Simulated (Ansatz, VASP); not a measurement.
One calculation of GaN, two programs

The input INCAR:

```
SYSTEM = GaN
PREC     = Accurate       ! precision mode
ENCUT    = 520            ! plane-wave cutoff, eV
EDIFF    = 1E-6           ! SCF threshold, eV
ISMEAR   = 0              ! smearing method
SIGMA    = 0.03           ! smearing width, eV
LREAL    = .False.        ! projectors in reciprocal space
LASPH    = .True.         ! aspherical terms in the spheres
NELM     = 100            ! most SCF steps
ALGO     = Normal         ! electronic algorithm
ISIF     = 2              ! what is computed and relaxed
LWAVE    = .False.        ! write WAVECAR
LCHARG   = .True.         ! write CHGCAR
GGA      = CA             ! functional
LELF     = .True.         ! ELF
LVHAR    = .True.       
NBANDS   = 16             ! bands
```

Contents of KPOINTS:

```
Automatic mesh
0
Gamma
  14 14 14
  0 0 0
```

Contents of POSCAR:

```
GaN
1.0
    0.0000000000      2.1032064750      2.0711779500
    2.1032064750      0.0000000000      2.0711779500
    2.1032064750      2.1032064750      0.0000000000
Ga N
1 1
Direct
    0.0000000000      0.0000000000      0.0000000000
    0.5000000000      0.5000000000      0.5000000000
```

Input for Ansatz:

```yaml
crystal:
  lattice:
    - [0.0, 2.103206475, 2.07117795]
    - [2.103206475, 0.0, 2.07117795]
    - [2.103206475, 2.103206475, 0.0]
  atoms:
    - { symbol: Ga, position: [0.0, 0.0, 0.0] }
    - { symbol: "N", position: [0.5, 0.5, 0.5] }
basis:
  ecutwfc: 420
kpoints:
  mp_grid: { grid: [14, 14, 14] }
hamiltonian:
  xc: lda
scf:
  occupations: { method: gaussian, width: 0.03 }
output:
  forces: true
  stress: true
  eigenvalues: true
```

Change from the starting cell: strain -0.015 along x and y, -0.030 along z, atoms carried along.

Alike in both runs: task single point; functional LDA; k mesh 14 × 14 × 14; occupations gaussian, width 0.03 eV; no spin polarisation.

|  | VASP | Ansatz |
| --- | --- | --- |
| version | VASP 6.6.1 | Ansatz 0.2.0 |
| potentials or method | VASP PAW LDA potentials, release 64 (Ga_d, N), cutoff 520 eV | scalar-relativistic, plane waves, PAW |
| valence electrons in the cell | 18 | 18 |

|  | VASP | Ansatz | Ansatz less VASP |
| --- | --- | --- | --- |
| gap on the k mesh at the Fermi level (eV) | 0.48 | 0.47 | -0.019 |
| least direct gap on the mesh (eV) | 3.17 | 3.14 | -0.030 |
| pressure (GPa) | 0.8 | -0.6 | -1.40 |
| traceless stress, the component that is largest in VASP (GPa) | 2.18 | 2.08 | -0.101 |

LDA's correlation is that of Perdew and Zunger in VASP and of Perdew and Wang (1992) in Ansatz.
